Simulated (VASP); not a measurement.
# Cu (P6_3/mmc) in VASP: settings compared

The runs below take Cu through relaxation of cell and atoms, with PBEsol, LDA.

All numbers are computed with VASP 6.6.1; they aren't measurements. Logs are shortened: lines on timing, memory, paths and dates and some standing lists are left out, and cuts for length are marked.

**1. The cell of the first run**

The structure is hexagonal, space group P6_3/mmc (No. 194). Conventional cell: a = 2.531 Å, b = 2.531 Å, c = 8.262 Å, α = 90.00°, β = 90.00°, γ = 120.00°. Within 3.3 Å of Cu (site symmetry -3m) lie 12 Cu at 2.53 Å. Within 3.3 Å of Cu (site symmetry -6m2) lie 12 Cu at 2.53 Å.

**2. Relaxation of cell and atoms, PBEsol**

INCAR

```
ALGO     = Normal         # electronic algorithm
EDIFF    = 1E-7           # SCF threshold, eV
EDIFFG   = -0.01          # ionic threshold
ENCUT    = 600            # plane-wave cutoff, eV
GGA      = PS             # functional
GGA_COMPAT= F            
IBRION   = 2              # ionic algorithm
ISIF     = 3              # what is computed and relaxed
ISMEAR   = 1              # smearing method
LASPH    = T              # aspherical terms in the spheres
LCHARG   = F              # write CHGCAR
LREAL    = F              # projectors in reciprocal space
LWAVE    = F              # write WAVECAR
NELM     = 120            # most SCF steps
NELMIN   = 4            
NSW      = 50             # ionic steps
PREC     = Accurate       # precision mode
SIGMA    = 0.1            # smearing width, eV
```

KPOINTS

```
k-points
0
Gamma
  11 11 3
```

POSCAR

```
Cu
1.0
    2.5307640000      0.0000000000      0.0000000000
   -1.2653820000      2.1917060000      0.0000000000
    0.0000000000      0.0000000000      8.2618150000
Cu
4
Direct
    0.0000000000      0.0000000000      0.0000000000
    0.3333333333      0.6666666667      0.2500000000
    0.0000000000      0.0000000000      0.5000000000
    0.6666666667      0.3333333333      0.7500000000
```

Potentials or basis: VASP PAW PBE potentials, release 64 (Cu).

Command:

```
$ cat potpaw_PBE.64/Cu/POTCAR > POTCAR
$ mpirun -np 1 vasp_std > vasp.out
```

OUTCAR:

```text
EDIFF = 1E-7
   EDIFFG = -0.01
   ENCUT = 600
   GGA = PS
   IBRION = 2
   ISIF = 3
   ISMEAR = 1
   LASPH = T
   LREAL = F
   NELM = 120
   NELMIN = 4
   NSW = 50
   PREC = Accurate

 ion  position               nearest neighbor table
   1  0.000  0.000  0.000-   2 2.53   4 2.53   4 2.53   2 2.53   4 2.53   2 2.53
   2  0.333  0.667  0.250-   1 2.53   3 2.53   1 2.53   3 2.53   1 2.53   3 2.53
   3  0.000  0.000  0.500-   2 2.53   4 2.53   4 2.53   2 2.53   4 2.53   2 2.53
   4  0.667  0.333  0.750-   1 2.53   3 2.53   1 2.53   3 2.53   1 2.53   3 2.53

  LATTYP: Found a hexagonal cell.
 ALAT       =     2.5307640000
 C/A-ratio  =     3.2645537079

  Lattice vectors:

 A1 = (   2.5307640000,   0.0000000000,   0.0000000000)
 A2 = (  -1.2653820000,   2.1917060000,   0.0000000000)
 A3 = (   0.0000000000,   0.0000000000,   8.2618150000)

Analysis of symmetry for initial positions (statically):
=====================================================================
 Subroutine PRICEL returns:
 Original cell was already a primitive cell.

 Routine SETGRP: Setting up the symmetry group for a
 hexagonal supercell.

 Subroutine GETGRP returns: Found 24 space group operations
 (whereof 12 operations were pure point group operations)
 out of a pool of 24 trial point group operations.

The static configuration has the point symmetry D_3d.
 The point group associated with its full space group is D_6h.

Analysis of symmetry for dynamics (positions and initial velocities):
=====================================================================
 Subroutine PRICEL returns:
 Original cell was already a primitive cell.

 Routine SETGRP: Setting up the symmetry group for a
 hexagonal supercell.

 Subroutine GETGRP returns: Found 24 space group operations
 (whereof 12 operations were pure point group operations)
 out of a pool of 24 trial point group operations.

The dynamic configuration has the point symmetry D_3d.
 The point group associated with its full space group is D_6h.

 Subroutine INISYM returns: Found 24 space group operations
 (whereof 12 operations are pure point group operations),
 and found     1 'primitive' translations

----------------------------------------------------------------------------------------

                                     Primitive cell

  volume of cell :      45.8257

  direct lattice vectors                    reciprocal lattice vectors
     2.530764000  0.000000000  0.000000000     0.395137595  0.228132788  0.000000000
    -1.265382000  2.191706000  0.000000000     0.000000000  0.456265576  0.000000000
     0.000000000  0.000000000  8.261815000     0.000000000  0.000000000  0.121038779

  length of vectors
     2.530764000  2.530764074  8.261815000     0.456265589  0.456265576  0.121038779

  position of ions in fractional coordinates (direct lattice)
     0.000000000  0.000000000  0.000000000
     0.333333333  0.666666667  0.250000000
     0.000000000  0.000000000  0.500000000
     0.666666667  0.333333333  0.750000000

  ion indices of the primitive-cell ions
   primitive index   ion index
                 1           1
                 2           2
                 3           3
                 4           4

----------------------------------------------------------------------------------------

 KPOINTS: k-points

Automatic generation of k-mesh.
 Grid dimensions read from file:
 generate k-points for:   11   11    3

 Generating k-lattice:

  Cartesian coordinates                     Fractional coordinates (reciprocal lattice)
     0.035921600  0.020739344  0.000000000     0.090909091  0.000000000  0.000000000
     0.000000000  0.041478689  0.000000000     0.000000000  0.090909091  0.000000000
     0.000000000  0.000000000  0.040346260     0.000000000  0.000000000  0.333333333

  Length of vectors
     0.041478690  0.041478689  0.040346260

  Shift w.r.t. Gamma in fractional coordinates (k-lattice)
     0.000000000  0.000000000  0.000000000

 Subroutine IBZKPT returns following result:
 ===========================================

 Found     32 irreducible k-points:

 Following reciprocal coordinates:
            Coordinates               Weight
  0.000000  0.000000  0.000000      1.000000
  0.090909  0.000000  0.000000      6.000000
  0.181818  0.000000  0.000000      6.000000
  0.272727  0.000000  0.000000      6.000000
  0.363636  0.000000  0.000000      6.000000
  0.454545  0.000000  0.000000      6.000000
[... 16 lines left out ...]
  0.090909  0.090909  0.333333     12.000000
  0.181818  0.090909  0.333333     24.000000
 [... further k-points ...]
   k-points           NKPTS =     32   k-points in BZ     NKDIM =     32   number of bands    NBANDS=     26
   number of dos      NEDOS =    301   number of ions     NIONS =      4
   total plane-waves  NPLWV =  28000
   dimension x,y,z NGX =    20 NGY =   20 NGZ =   70
   dimension x,y,z NGXF=    40 NGYF=   40 NGZF=  140
   ions per type =               4
   NGX,Y,Z   is equivalent  to a cutoff of  13.14, 13.14, 14.09 a.u.
   NGXF,Y,Z  is equivalent  to a cutoff of  26.28, 26.28, 28.17 a.u.
 SYSTEM =  unknown system
   PREC   = accura    normal or accurate (medium, high low for compatibility)
   ISTART =      0    job   : 0-new  1-cont  2-samecut
   ICHARG =      2    charge: 1-file 2-atom 10-const
   ISPIN  =      1    spin polarized calculation?
   LNONCOLLINEAR =      F non collinear calculations
   LSORBIT =      F    spin-orbit coupling
   LASPH  =      T    aspherical Exc in radial PAW
   ENCUT  =  600.0 eV  44.10 Ry    6.64 a.u.   5.05  5.05 16.50*2*pi/ulx,y,z
   NELM   =    120;   NELMIN=  4; NELMDL= -5     # of ELM steps
   EDIFF  = 0.1E-06   stopping-criterion for ELM
   LREAL  =      F    real-space projection
   EDIFFG = -.1E-01   stopping-criterion for IOM
   NSW    =     50    number of steps for IOM
   IBRION =      2    ionic relax: 0-MD 1-quasi-New 2-CG
   NFREE  =      1    steps in history (QN), initial steepest desc. (CG)
   ISIF   =      3    stress and relaxation
   ISYM   =      2    0-nonsym 1-usesym 2-fastsym
   POTIM  = 0.5000    time-step for ionic-motion
   TEBEG  =    0.0;   TEEND  =   0.0 temperature during run
   PSTRESS=    0.0 pullay stress
   NELECT =      44.0000    total number of electrons
   NUPDOWN=      -1.0000    fix difference up-down
   EMIN   =  10.00;   EMAX   =-10.00  energy-range for DOS
   EFERMI =   0.00;   METHOD = LEGACY
   ISMEAR =     1;   SIGMA  =   0.10  broadening in eV -4-tet -1-fermi 0-gaus
   EFERMI_NEDOS =   21; number of points for ismear=-14 and -15
   IALGO  =     38    algorithm
   IMIX   =      4    mixing-type and parameters
     AMIX     =   0.40;   BMIX     =  1.00
     AMIX_MAG =   1.60;   BMIX_MAG =  1.00
  volume/ion in A,a.u.               =      11.46        77.31
  Fermi-wavevector in a.u.,A,eV,Ry     =   1.615062  3.052025 35.489789  2.608426
  Thomas-Fermi vector in A             =   2.709870
   LORBIT       =      0    0 simple, 1 ext, 2 COOP (PROOUT), +10 PAW based schemes
   GGA     = PS    functional components
   LHFCALC =     F    Hartree Fock is set to
   AEXX    =    0.0000 exact exchange contribution
   IVDW    =     0    specifies the selected vdW correction
   LEPSILON=     F    determine dielectric tensor
   LRPA    =     F    only Hartree local field effects (RPA)
 conjugate gradient relaxation of ions
 non-spin polarized calculation
 Methfessel and Paxton  Order N= 1 SIGMA  =   0.10
  energy-cutoff  :      600.00
  volume of cell :       45.83
 maximum number of plane-waves:      1546
   NGX = 11   NGY = 11   NGZ = 33

--------------------------------------- Ionic step        1  -------------------------------------------

 number of electron      44.0000004 magnetization

 Free energy of the ion-electron system (eV)
  ---------------------------------------------------
  ext. energy  EPLUGINS =         0.00000000
  ---------------------------------------------------
  free energy    TOTEN  =       -17.21316821 eV

  energy without entropy =      -17.21332874  energy(sigma->0) =      -17.21322172

------------------------ aborting loop because EDIFF is reached ----------------------------------------

  FORCE on cell =-STRESS in cart. coord.  units (eV):
  Direction    XX          YY          ZZ          XY          YZ          ZX
  --------------------------------------------------------------------------------------
  -------------------------------------------------------------------------------------
  Total       -0.5778459     -0.5778459     -0.1153906      0.0000000      0.0000000      0.0000000
  in kB      -20.2028766    -20.2028781     -4.0343326      0.0000000      0.0000000      0.0000000
  external PRESSURE =     -14.8133625 kB  Pullay stress =       0.0000000 kB
[... 175 lines left out ...]
  energy  without entropy=      -17.2163028741  energy(sigma->0) =      -17.21632788

--------------------------------------- Ionic step        6  -------------------------------------------

 number of electron      44.0000003 magnetization

 Free energy of the ion-electron system (eV)
  ---------------------------------------------------
  ext. energy  EPLUGINS =         0.00000000
  ---------------------------------------------------
  free energy    TOTEN  =       -17.21634449 eV

  energy without entropy =      -17.21626371  energy(sigma->0) =      -17.21631756

 E-fermi :   7.9829     XC(G=0): -13.1460

 val. band max:        7.9722428290   @ k =   0.2727   0.1818   0.0000
 cond. band min:       8.0292899403   @ k =   0.2727   0.1818   0.0000
 fundamental gap:      0.0570471113
 Fermi energy:         7.9828922958

 k-point     1 :       0.0000    0.0000    0.0000
  band No.  band energies     occupation
      1      -1.7933      2.00000
      2       0.3649      2.00000
      3       0.3660      2.00000
      4       2.5587      2.00000
      5       4.4558      2.00000
      6       4.4610      2.00000
[... 685 lines left out ...]
     25      14.6144      0.00000
     26      18.0198      0.00000

 [... further k-points ...]
[... 5 lines left out ...]
  --------------------------------------------------------------------------------------
  -------------------------------------------------------------------------------------
  Total        0.0230793      0.0230793      0.0068616      0.0000000      0.0000000      0.0000000
  in kB        0.8149044      0.8149044      0.2422753      0.0000000      0.0000000      0.0000000
  external PRESSURE =       0.6240280 kB  Pullay stress =       0.0000000 kB
[... 19 lines left out ...]
  FREE ENERGIE OF THE ION-ELECTRON SYSTEM (eV)
  ---------------------------------------------------
  free  energy   TOTEN  =       -17.2163444921 eV

  energy  without entropy=      -17.2162637105  energy(sigma->0) =      -17.21631756

 reached required accuracy - stopping structural energy minimisation
```

It took 3.4 min on 1 thread of Intel Xeon Platinum 8259CL at 2.50GHz (Skylake/Cascade Lake), shared host; peak memory 0.19 GiB.

What came out:

```
Free energy                            : -17.2163 eV
Relaxed volume                         : 11.34 Å³/atom
Relaxed cell                           : a = 2.517 Å, b = 2.517 Å, c = 8.274 Å, α = 90.00°, β = 90.00°, γ = 120.00°
Space group after relaxing (to 0.05 Å) : P6_3/mmc (No. 194)
Energy gained by relaxing              : 0.8 meV/atom
Ionic steps                            : 6
Pressure after relaxing                : 0.1 GPa
Band gap on the k mesh                 : zero (band 22 reaches 10.63 eV, above the bottom of band 23 at 6.13 eV)
```

The path:
```csv
step,energy change (eV),largest force (eV/Å),pressure (GPa),volume (Å³)
1,0.0000,0.0000,-1.48,45.83
2,-0.0024,0.0000,0.96,45.13
3,-0.0030,0.0000,0.14,45.34
4,-0.0030,0.0000,0.22,45.33
5,-0.0032,0.0000,0.10,45.37
6,-0.0032,0.0000,0.06,45.38
```

Final structure:
```
Cu
1.0
     2.51651    0.00000    0.00000
    -1.25826    2.17936    0.00000
     0.00000    0.00000    8.27366
Cu
4
Cartesian
  0.0000 0.0000 0.0000
  0.0000 1.4529 2.0684
  0.0000 0.0000 4.1368
  1.2583 0.7265 6.2052
```

Caveat: the PAW data sets were made with another functional, which shifts forces and pressure a little.

**3. Relaxation of cell and atoms, LDA**

INCAR

```
PREC     = Accurate       # precision mode
ENCUT    = 600            # plane-wave cutoff, eV
EDIFF    = 1E-7           # SCF threshold, eV
ISMEAR   = 1              # smearing method
SIGMA    = 0.1            # smearing width, eV
LREAL    = F              # projectors in reciprocal space
LASPH    = T              # aspherical terms in the spheres
NELM     = 120            # most SCF steps
ALGO     = Normal         # electronic algorithm
ISIF     = 3              # what is computed and relaxed
LWAVE    = F              # write WAVECAR
LCHARG   = F              # write CHGCAR
GGA      = CA             # functional
IBRION   = 2              # ionic algorithm
NSW      = 50             # ionic steps
EDIFFG   = -0.01          # ionic threshold
GGA_COMPAT= F            
NELMIN   = 4
```

KPOINTS

```
regular mesh
0
Gamma
  11 11 3
```

POSCAR is that of step 2.

Potentials or basis: VASP PAW LDA potentials, release 64 (Cu).

Command:

```
$ cat potpaw_LDA.64/Cu/POTCAR > POTCAR
$ mpirun -np 1 vasp_std > vasp.out
```

Run time: 3.8 min. Hardware: 1 thread of Intel Xeon Platinum 8259CL at 2.50GHz (Skylake/Cascade Lake), shared host; peak memory 0.17 GiB.

It converged, with:

```
Free energy                            : -18.8147 eV
Relaxed volume                         : 10.93 Å³/atom
Relaxed cell                           : a = 2.485 Å, b = 2.485 Å, c = 8.169 Å, α = 90.00°, β = 90.00°, γ = 120.00°
Space group after relaxing (to 0.05 Å) : P6_3/mmc (No. 194)
Energy gained by relaxing              : 14.0 meV/atom
Ionic steps                            : 8
Pressure after relaxing                : -0.1 GPa
Band gap on the k mesh                 : zero (band 22 reaches 11.18 eV, above the bottom of band 23 at 6.49 eV)
```

The path:
| step | energy change (eV) | largest force (eV/Å) | pressure (GPa) | volume (Å³) |
| --- | --- | --- | --- | --- |
| 1 | 0.0000 | 0.0000 | -7.79 | 45.83 |
| 2 | -0.0264 | 0.0000 | 6.80 | 42.23 |
| 3 | -0.0559 | 0.0000 | 0.02 | 43.67 |
| 4 | -0.0559 | 0.0000 | 0.21 | 43.63 |
| 5 | -0.0561 | 0.0000 | 0.23 | 43.64 |
| 6 | -0.0561 | 0.0000 | 0.16 | 43.64 |
| 7 | -0.0561 | 0.0000 | 0.16 | 43.64 |
| 8 | -0.0562 | 0.0000 | -0.10 | 43.71 |

Final structure:
```cif
data_structure
_symmetry_space_group_name_H-M 'P 1'
_symmetry_Int_Tables_number 1
_cell_length_a 2.4855
_cell_length_b 2.4855
_cell_length_c 8.1693
_cell_angle_alpha 90.000
_cell_angle_beta 90.000
_cell_angle_gamma 120.000
_cell_volume 43.71
loop_
_atom_site_label
_atom_site_type_symbol
_atom_site_fract_x
_atom_site_fract_y
_atom_site_fract_z
_atom_site_occupancy
Cu1 Cu 0.00000 0.00000 0.00000 1
Cu2 Cu 0.33333 0.66667 0.25000 1
Cu3 Cu 0.00000 0.00000 0.50000 1
Cu4 Cu 0.66667 0.33333 0.75000 1
```

Levels at points of the mesh, in eV from the Fermi level:
```csv
k point,band 20,band 21,band 22,band 23,band 24,band 25
"(0.00, 0.00, 0.00)",-2.20,-2.20,-1.88,-1.88,-1.36,3.95
```
